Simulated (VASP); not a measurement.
# Re in VASP: further runs

The runs below take Re through relaxation of the atoms, single point, with PBE.

Program: VASP 6.6.1. These are calculated values, not measurements. Logs are shortened: lines on timing, memory, paths and dates and some standing lists are left out, and cuts for length are marked.

## Step 1: The cell of the first run

The cell holds a slab with vacuum, 4 atoms: a = 2.775 Å, b = 2.775 Å, c = 19.726 Å, α = 90.00°, β = 90.00°, γ = 120.00°.

## Step 2: Relaxation of the atoms, PBE

INCAR

```
SYSTEM = Re
PREC = Accurate
ENCUT = 520
EDIFF = 1E-6
ISMEAR = -1
SIGMA = 0.05
LREAL = .FALSE.
LASPH = .TRUE.
NELM = 80
ALGO = Normal
ISIF = 2
LWAVE = .FALSE.
LCHARG = .FALSE.
LDIPOL = .TRUE.
IDIPOL = 3
DIPOL = 0.5 0.5 0.500
GGA = PE
IBRION = 2
NSW = 60
EDIFFG = -0.01
```

KPOINTS

```
Automatic mesh
0
G
  14 14 1
  0 0 0
```

POSCAR

```
Re
1.0
    2.7751003076      0.0000000000      0.0000000000
   -1.3875501538      2.4033073644      0.0000000000
    0.0000000000      0.0000000000     19.7256000000
Re
4
Direct
    0.8333333330      0.1666666670      0.3295221698
    0.1666666670      0.8333333330      0.4431740568
    0.8333333330      0.1666666670      0.5568259432
    0.1666666670      0.8333333330      0.6704778302
```

Potentials or basis: VASP PAW PBE potentials, release 64 (Re).

Started as:

```console
$ cat potpaw_PBE.64/Re/POTCAR > POTCAR
$ mpirun -np 1 vasp_std > vasp.out
```

OUTCAR:

```text
SYSTEM = Re
   PREC = Accurate
   ENCUT = 520
   EDIFF = 1E-6
   ISMEAR = -1
   LREAL = .FALSE.
   LASPH = .TRUE.
   NELM = 80
   ISIF = 2
   GGA = PE
   IBRION = 2
   NSW = 60
   EDIFFG = -0.01

 ion  position               nearest neighbor table
   1  0.833  0.167  0.330-   2 2.76   2 2.76   2 2.76
   2  0.167  0.833  0.443-   3 2.76   3 2.76   3 2.76   1 2.76   1 2.76   1 2.76
   3  0.833  0.167  0.557-   2 2.76   2 2.76   2 2.76   4 2.76   4 2.76   4 2.76
   4  0.167  0.833  0.670-   3 2.76   3 2.76   3 2.76

  LATTYP: Found a hexagonal cell.
 ALAT       =     2.7751003076
 C/A-ratio  =     7.1080673898

  Lattice vectors:

 A1 = (   2.7751003076,   0.0000000000,   0.0000000000)
 A2 = (  -1.3875501538,   2.4033073644,   0.0000000000)
 A3 = (   0.0000000000,   0.0000000000,  19.7256000000)

Analysis of symmetry for initial positions (statically):
=====================================================================
 Subroutine PRICEL returns:
 Original cell was already a primitive cell.

 Routine SETGRP: Setting up the symmetry group for a
 hexagonal supercell.

 Subroutine GETGRP returns: Found 12 space group operations
 (whereof  4 operations were pure point group operations)
 out of a pool of 24 trial point group operations.

The static configuration has the point symmetry C_2h.
 The point group associated with its full space group is D_3d.

Analysis of symmetry for dynamics (positions and initial velocities):
=====================================================================
 Subroutine PRICEL returns:
 Original cell was already a primitive cell.

 Routine SETGRP: Setting up the symmetry group for a
 hexagonal supercell.

 Subroutine GETGRP returns: Found 12 space group operations
 (whereof  4 operations were pure point group operations)
 out of a pool of 24 trial point group operations.

The dynamic configuration has the point symmetry C_2h.
 The point group associated with its full space group is D_3d.

 Subroutine INISYM returns: Found 12 space group operations
 (whereof  4 operations are pure point group operations),
 and found     1 'primitive' translations

----------------------------------------------------------------------------------------

                                     Primitive cell

  volume of cell :     131.5583

  direct lattice vectors                    reciprocal lattice vectors
     2.775100308  0.000000000  0.000000000     0.360347335  0.208046631  0.000000000
    -1.387550154  2.403307364  0.000000000     0.000000000  0.416093262  0.000000000
     0.000000000  0.000000000 19.725600000     0.000000000  0.000000000  0.050695543

  length of vectors
     2.775100308  2.775100308 19.725600000     0.416093262  0.416093262  0.050695543

  position of ions in fractional coordinates (direct lattice)
     0.833333333  0.166666667  0.329522170
     0.166666667  0.833333333  0.443174057
     0.833333333  0.166666667  0.556825943
     0.166666667  0.833333333  0.670477830

  ion indices of the primitive-cell ions
   primitive index   ion index
                 1           1
                 2           2
                 3           3
                 4           4

----------------------------------------------------------------------------------------

 KPOINTS: Automatic mesh

Automatic generation of k-mesh.
 Grid dimensions read from file:
 generate k-points for:   14   14    1

 Generating k-lattice:

  Cartesian coordinates                     Fractional coordinates (reciprocal lattice)
     0.025739095  0.014860474  0.000000000     0.071428571  0.000000000  0.000000000
     0.000000000  0.029720947  0.000000000     0.000000000  0.071428571  0.000000000
     0.000000000  0.000000000  0.050695543     0.000000000  0.000000000  1.000000000

  Length of vectors
     0.029720947  0.029720947  0.050695543

  Shift w.r.t. Gamma in fractional coordinates (k-lattice)
     0.000000000  0.000000000  0.000000000

 Subroutine IBZKPT returns following result:
 ===========================================

 Found     24 irreducible k-points:

 Following reciprocal coordinates:
            Coordinates               Weight
  0.000000  0.000000  0.000000      1.000000
  0.071429  0.000000  0.000000      6.000000
  0.142857  0.000000  0.000000      6.000000
  0.214286  0.000000  0.000000      6.000000
  0.285714  0.000000  0.000000      6.000000
  0.357143  0.000000  0.000000      6.000000
[... 16 lines left out ...]
  0.285714  0.285714  0.000000      6.000000
  0.357143  0.285714  0.000000      6.000000
   k-points           NKPTS =     24   k-points in BZ     NKDIM =     24   number of bands    NBANDS=     18
   number of dos      NEDOS =    301   number of ions     NIONS =      4
   total plane-waves  NPLWV =  86400
   dimension x,y,z NGX =    24 NGY =   24 NGZ =  150
   dimension x,y,z NGXF=    48 NGYF=   48 NGZF=  300
   ions per type =               4
   NGX,Y,Z   is equivalent  to a cutoff of  14.38, 14.38, 12.64 a.u.
   NGXF,Y,Z  is equivalent  to a cutoff of  28.76, 28.76, 25.28 a.u.
 SYSTEM =  Re
   PREC   = accura    normal or accurate (medium, high low for compatibility)
   ISTART =      0    job   : 0-new  1-cont  2-samecut
   ICHARG =      2    charge: 1-file 2-atom 10-const
   ISPIN  =      1    spin polarized calculation?
   LNONCOLLINEAR =      F non collinear calculations
   LSORBIT =      F    spin-orbit coupling
   LASPH  =      T    aspherical Exc in radial PAW
   ENCUT  =  520.0 eV  38.22 Ry    6.18 a.u.   5.16  5.16 36.68*2*pi/ulx,y,z
   NELM   =     80;   NELMIN=  2; NELMDL= -5     # of ELM steps
   EDIFF  = 0.1E-05   stopping-criterion for ELM
   LREAL  =      F    real-space projection
   EDIFFG = -.1E-01   stopping-criterion for IOM
   NSW    =     60    number of steps for IOM
   IBRION =      2    ionic relax: 0-MD 1-quasi-New 2-CG
   NFREE  =      1    steps in history (QN), initial steepest desc. (CG)
   ISIF   =      2    stress and relaxation
   ISYM   =      2    0-nonsym 1-usesym 2-fastsym
   POTIM  = 0.5000    time-step for ionic-motion
   TEBEG  =    0.0;   TEEND  =   0.0 temperature during run
   PSTRESS=    0.0 pullay stress
   NELECT =      28.0000    total number of electrons
   NUPDOWN=      -1.0000    fix difference up-down
   EMIN   =  10.00;   EMAX   =-10.00  energy-range for DOS
   EFERMI =   0.00;   METHOD = LEGACY
   ISMEAR =    -1;   SIGMA  =   0.05  broadening in eV -4-tet -1-fermi 0-gaus
   EFERMI_NEDOS =   21; number of points for ismear=-14 and -15
   IALGO  =     38    algorithm
   IMIX   =      4    mixing-type and parameters
     AMIX     =   0.40;   BMIX     =  1.00
     AMIX_MAG =   1.60;   BMIX_MAG =  1.00
  volume/ion in A,a.u.               =      32.89       221.95
  Fermi-wavevector in a.u.,A,eV,Ry     =   0.977435  1.847085 12.998736  0.955380
  Thomas-Fermi vector in A             =   2.108133
   LORBIT       =      0    0 simple, 1 ext, 2 COOP (PROOUT), +10 PAW based schemes
   GGA     = PE    functional components
   LHFCALC =     F    Hartree Fock is set to
   AEXX    =    0.0000 exact exchange contribution
   IVDW    =     0    specifies the selected vdW correction
   LEPSILON=     F    determine dielectric tensor
   LRPA    =     F    only Hartree local field effects (RPA)
 conjugate gradient relaxation of ions
 non-spin polarized calculation
  energy-cutoff  :      520.00
  volume of cell :      131.56
 maximum number of plane-waves:      3563
 NGX is ok and might be reduce to    24
   NGX = 11   NGY = 11   NGZ = 73

--------------------------------------- Ionic step        1  -------------------------------------------

 number of electron      27.9999999 magnetization

 Free energy of the ion-electron system (eV)
  ---------------------------------------------------
  ext. energy  EPLUGINS =         0.00000000
  ---------------------------------------------------
  free energy    TOTEN  =       -47.34043361 eV

  energy without entropy =      -47.30490454  energy(sigma->0) =      -47.32266907

------------------------ aborting loop because EDIFF is reached ----------------------------------------

  FORCE on cell =-STRESS in cart. coord.  units (eV):
  Direction    XX          YY          ZZ          XY          YZ          ZX
  --------------------------------------------------------------------------------------
  -------------------------------------------------------------------------------------
  Total       -4.9746966     -4.9746966     -5.7169874     -0.0000000      0.0000000     -0.0000000
  in kB      -60.5841412    -60.5841412    -69.6241002     -0.0000000      0.0000000     -0.0000000
  external PRESSURE =     -63.5974609 kB  Pullay stress =       0.0000000 kB
[... 215 lines left out ...]
--------------------------------------- Ionic step        7  -------------------------------------------

 number of electron      27.9999999 magnetization

 dipolmoment           0.000000      0.000000      0.000000 electrons x Angstroem

------------------------ aborting loop because EDIFF is reached ----------------------------------------

  FORCE on cell =-STRESS in cart. coord.  units (eV):
  Direction    XX          YY          ZZ          XY          YZ          ZX
  --------------------------------------------------------------------------------------
  -------------------------------------------------------------------------------------
  Total       -2.7161947     -2.7161947     -0.1581984      0.0000000      0.0000000      0.0000000
  in kB      -33.0790673    -33.0790673     -1.9266123      0.0000000      0.0000000      0.0000000
  external PRESSURE =     -22.6949157 kB  Pullay stress =       0.0000000 kB
[... 25 lines left out ...]
--------------------------------------- Ionic step        8  -------------------------------------------

 number of electron      27.9999999 magnetization

 dipolmoment           0.000000      0.000000     -0.000000 electrons x Angstroem

 Free energy of the ion-electron system (eV)
  ---------------------------------------------------
  ext. energy  EPLUGINS =         0.00000000
  ---------------------------------------------------
  free energy    TOTEN  =       -47.58971578 eV

  energy without entropy =      -47.56399421  energy(sigma->0) =      -47.57685499

 E-fermi :   0.7914     XC(G=0):  -7.1746

 val. band max:        0.7638163635   @ k =   0.3571   0.1429   0.0000
 cond. band min:       0.8183735223   @ k =   0.4286   0.1429   0.0000
 fundamental gap:      0.0545571588
 Fermi energy:         0.7913543858

 k-point     1 :       0.0000    0.0000    0.0000
  band No.  band energies     occupation
      1      -8.3768      2.00000
      2      -7.0924      2.00000
      3      -5.7483      2.00000
      4      -5.6088      2.00000
      5      -1.4098      2.00000
      6      -0.8599      2.00000
[... 493 lines left out ...]
     17       3.3534      0.00000
     18       3.5626      0.00000

------------------------ aborting loop because EDIFF is reached ----------------------------------------

 vacuum level on the upper side and lower side of the slab       (xc-potential included)        -0.150        -0.150

  FORCE on cell =-STRESS in cart. coord.  units (eV):
  Direction    XX          YY          ZZ          XY          YZ          ZX
  --------------------------------------------------------------------------------------
  -------------------------------------------------------------------------------------
  Total       -2.6658549     -2.6658549     -0.0332192      0.0000000      0.0000000      0.0000000
  in kB      -32.4660065    -32.4660065     -0.4045584      0.0000000      0.0000000      0.0000000
  external PRESSURE =     -21.7788572 kB  Pullay stress =       0.0000000 kB
[... 19 lines left out ...]
  FREE ENERGIE OF THE ION-ELECTRON SYSTEM (eV)
  ---------------------------------------------------
  free  energy   TOTEN  =       -47.5897157792 eV

  energy  without entropy=      -47.5639942075  energy(sigma->0) =      -47.57685499

 reached required accuracy - stopping structural energy minimisation

 vacuum level on the upper side and lower side of the slab         5.664         5.664
```

Run time: 7.7 min. Hardware: 1 thread of Intel Xeon Platinum 8488C (Sapphire Rapids), shared host; peak memory 0.3 GiB.

What came out:

```
Free energy               : -47.5897 eV
Energy gained by relaxing : 62.3 meV/atom
Ionic steps               : 8
Band gap on the k mesh    : zero (bands 14 and 15 overlap by 2.97 eV)
```

Forces in eV/Å, atoms in the order of the input:
```
Re   0.000  0.000 -0.002
Re   0.000  0.000  0.001
Re   0.000  0.000 -0.001
Re   0.000  0.000  0.002
```

Step by step:
```csv
step,energy change (eV),largest force (eV/Å),pressure (GPa)
1,0.0000,1.5877,-6.36
2,-0.2380,0.1931,-3.28
3,-0.2380,0.2036,-3.33
4,-0.2437,0.1426,-2.95
5,-0.2488,0.0830,-2.27
6,-0.2491,0.0650,-2.09
7,-0.2490,0.0723,-2.27
8,-0.2493,0.0023,-2.18
```

Final structure:
```
Re
1.0
     2.77510    0.00000    0.00000
    -1.38755    2.40331    0.00000
     0.00000    0.00000   19.72560
Re
4
Cartesian
  2.0813 0.4006 6.5988
  -0.6938 2.0028 8.6912
  2.0813 0.4006 11.0344
  -0.6938 2.0028 13.1268
```

Levels at points of the mesh, in eV from the Fermi level:
```
           k point  band 12  band 13  band 14  band 15  band 16  band 17
(0.00, 0.00, 0.00)    -1.16    -1.16    -0.94    -0.94    -0.06     0.93
(0.50, 0.00, 0.00)    -0.37     0.88     2.03     2.10     2.71     3.72
```

Caveat: spin-orbit coupling is left out, which moves the levels of the heavy elements.

## Step 3: Single point, PBE

INCAR

```
PREC = Accurate
ENCUT = 520
EDIFF = 1E-6
ISMEAR = -1
SIGMA = 0.05
LREAL = F
LASPH = T
NELM = 60
ALGO = Normal
ISIF = 2
LWAVE = F
LCHARG = T
LDIPOL = T
IDIPOL = 3
DIPOL = 0.5 0.5 0.500
GGA = PE
LELF = T
LVHAR = T
LVACPOTAV = T
NBANDS = 22
```

KPOINTS

```
Automatic mesh
0
Gamma
  14 14 1
```

POSCAR

```
Re
1.0
    2.7751003076      0.0000000000      0.0000000000
   -1.3875501538      2.4033073644      0.0000000000
    0.0000000000      0.0000000000     19.7256000000
Re
4
Direct
    0.8333333333      0.1666666667      0.3343428617
    0.1666666667      0.8333333333      0.4406898942
    0.8333333333      0.1666666667      0.5593101055
    0.1666666667      0.8333333333      0.6656571386
```

Potentials or basis: VASP PAW PBE potentials, release 64 (Re).

Started as:

```console
$ cat potpaw_PBE.64/Re/POTCAR > POTCAR
$ mpirun -np 1 vasp_std > vasp.out
```

Wall time 3.8 min (1 thread of AMD EPYC 7R13, shared host); peak memory 0.26 GiB.

Results (log left out):

* Free energy: -47.5893 eV
* Largest force: 0.077 eV/Å
* Band gap on the k mesh: zero (bands 14 and 15 overlap by 2.96 eV)

Forces on the atoms (eV/Å):
```
Re   0.000  0.000  0.069
Re   0.000  0.000 -0.077
Re   0.000  0.000  0.077
Re   0.000  0.000 -0.069
```

Levels at points of the mesh, in eV from the Fermi level:
| k point | band 10 | band 11 | band 12 | band 13 | band 14 | band 15 | band 16 | band 17 | band 18 | band 19 |
| --- | --- | --- | --- | --- | --- | --- | --- | --- | --- | --- |
| (0.00, 0.00, 0.00) | -1.54 | -1.24 | -1.16 | -1.16 | -0.93 | -0.93 | -0.07 | 0.93 | 0.93 | 0.94 |
| (0.50, 0.00, 0.00) | -0.51 | -0.49 | -0.38 | 0.88 | 2.03 | 2.09 | 2.70 | 3.71 | 4.02 | 4.04 |

Caveat: spin-orbit coupling is left out, which moves the levels of the heavy elements.
